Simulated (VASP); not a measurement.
Crystal: BP.

```xyz
2
Lattice="0.0000 2.2683 2.2683 2.2683 0.0000 2.2683 2.2683 2.2683 0.0000" Properties=species:S:1:pos:R:3 pbc="T T T"
B     0.0000    0.0000    0.0000
P     1.1342    1.1342    1.1342
```

Base run:

```yaml
Program: VASP 6.6.1
Functional: r2SCANh
Potentials_or_basis: VASP PAW PBE potentials, release 64 (B, P)
Cutoff: 520 eV
k_mesh: 6 × 6 × 6
Occupations: gaussian, width 0.01 eV
Spin: no spin polarisation
```

Its results: band gap on the k mesh 2.07 eV (least direct gap 4.24 eV); pressure -1.3 GPa.

**Question.** The run is repeated on the same cell with these changes: functional from r2SCANh to HF; share of exact exchange from 0.1 to 1. What comes out?

**Answer.** Band gap on the k mesh 8.09 eV (least direct gap 10.85 eV); pressure 3.9 GPa.

Caveats: the PAW data sets were made with another functional, which shifts forces and pressure a little; the cell stands under pressure (at least some runs).

A k mesh can miss the band edges.
